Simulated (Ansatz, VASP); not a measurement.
## Two plane-wave programs on Al5Ru

File INCAR:

```
  PREC = Accurate
  ENCUT = 600
  EDIFF = 1E-6
  ISMEAR = 0
  SIGMA = 0.1
  LREAL = False
  LASPH = True
  NELM = 60
  ALGO = Fast
  ISIF = 3
  LWAVE = False
  LCHARG = False
  GGA = PE
  IBRION = 2
  NSW = 100
  EDIFFG = -0.01
```

The input KPOINTS:

```
regular mesh
0
Gamma
  12 12 4
```

File POSCAR:

```
Al5Ru
1.0
    2.8956546457      0.0000000000      0.0000000000
   -1.4478273229      2.5077104838      0.0000000000
    0.0000000000      0.0000000000     13.1715583339
Al Ru
5 1
Direct
    0.0000000000      0.0000000000      0.6766776051
    0.3333333333      0.6666666667      0.8532265521
    0.3333333333      0.6666666667      0.1467734479
    0.0000000000      0.0000000000      0.3233223949
    0.3333333333      0.6666666667      0.5000000000
    0.6666666667      0.3333333333      0.0000000000
```

Input for Ansatz:

```yaml
crystal:
  lattice:
    - [2.8956546457, 0.0, 0.0]
    - [-1.4478273229, 2.5077104838, 0.0]
    - [0.0, 0.0, 13.1715583339]
  atoms:
    - { symbol: Al, position: [0.0, 0.0, 0.6766776051] }
    - { symbol: Al, position: [0.3333333333, 0.6666666667, 0.8532265521] }
    - { symbol: Al, position: [0.3333333333, 0.6666666667, 0.1467734479] }
    - { symbol: Al, position: [0.0, 0.0, 0.3233223949] }
    - { symbol: Al, position: [0.3333333333, 0.6666666667, 0.5] }
    - { symbol: Ru, position: [0.6666666667, 0.3333333333, 0.0] }
basis:
  ecutwfc: 420
kpoints:
  mp_grid: { grid: [12, 12, 4] }
hamiltonian:
  xc: pbe
scf:
  occupations: { method: gaussian, width: 0.1 }
output:
  forces: true
  stress: true
  eigenvalues: true
  write_density: true
  write_potential: true
  elf: true
  volumetric_format: npy
relax:
  adjacent_minimum: "off"
  f_tol: 0.01
  max_steps: 80
  cell: { stress_tol: 0.05 }
```

Alike in both runs: task relaxation of cell and atoms; functional PBE; k mesh 12 × 12 × 4; occupations gaussian, width 0.1 eV; no spin polarisation.

```csv
,VASP,Ansatz
version,VASP 6.6.1,Ansatz 0.2.0
potentials or method,"VASP PAW PBE potentials, release 64 (Al, Ru_pv), cutoff 600 eV","scalar-relativistic, plane waves, PAW"
valence electrons in the cell,29,31
```

|  | VASP | Ansatz | Ansatz less VASP |
| --- | --- | --- | --- |
| gap on the k mesh at the Fermi level, each at its own relaxed structure (eV) | none | none | - |
| relaxed volume (Å³/atom) | 15.85 | 15.85 | +0.006 |
| relaxed length of the cell vector where the two differ most in proportion (Å) | 2.878 | 2.879 | +0.0009 |

A gap of «none» marks a metal or a gap that the smearing closes. VASP's potentials hold 29 valence electrons a cell and Ansatz's 31, so a difference there can come from the potentials and not from the codes.
